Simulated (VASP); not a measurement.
Here is a VASP 6.6.1 calculation.

The input INCAR:

```
SYSTEM = InGa3AsP
PREC = Accurate
ENCUT = 600
EDIFF = 1E-7
ISMEAR = 0
SIGMA = 0.1
LREAL = .FALSE.
LASPH = .TRUE.
NELM = 60
ALGO = Normal
ISIF = 3
LWAVE = .FALSE.
LCHARG = .FALSE.
GGA = PE
IBRION = 2
NSW = 90
EDIFFG = -0.04
```

File KPOINTS:

```
regular mesh
0
G
  4 4 4
  0 0 0
```

The input POSCAR:

```
InGa3AsP
1.0
    4.8118002900      0.0000000000      0.0000000000
    0.0000000000      4.8118002900      0.0000000000
    0.0000000000      0.0000000000      6.0831263100
In Ga P As
1 3 1 1
Direct
    0.5000000000      0.5000000000      0.5000000000
    0.0000000000      0.5000000000      0.0000000000
    0.5000000000      0.0000000000      0.0000000000
    0.0000000000      0.0000000000      0.0000000000
    0.0000000000      0.0000000000      0.5000000000
    0.5000000000      0.5000000000      0.0000000000
```

Potentials or basis: VASP PAW PBE potentials, release 64 (In_d, Ga_d, P, As).

Run with:

```bash
$ cat potpaw_PBE.64/In_d/POTCAR potpaw_PBE.64/Ga_d/POTCAR potpaw_PBE.64/P/POTCAR potpaw_PBE.64/As/POTCAR > POTCAR
$ mpirun -np 1 vasp_std > vasp.out
```

Task: Predict the relaxed volume.

Result: 24.60 Å³/atom.

Task: What does it give for the relaxed cell?

Result: a = 5.210 Å, b = 5.210 Å, c = 5.439 Å, α = 90.00°, β = 90.00°, γ = 90.00°.

Task: Estimate the space group after relaxing (to 0.05 Å).

Result: P4/mmm (No. 123).

Step by step:
```tsv
step	energy change (eV)	largest force (eV/Å)	pressure (GPa)	volume (Å³)
1	0.0000	0.0000	6.15	140.85
2	-1.0725	0.0000	-2.65	159.02
3	-1.0768	0.0000	-2.87	160.10
4	-1.2493	0.0000	-1.14	151.52
5	-1.2519	0.0000	-0.87	150.50
6	-1.2672	0.0000	-0.19	147.61
```
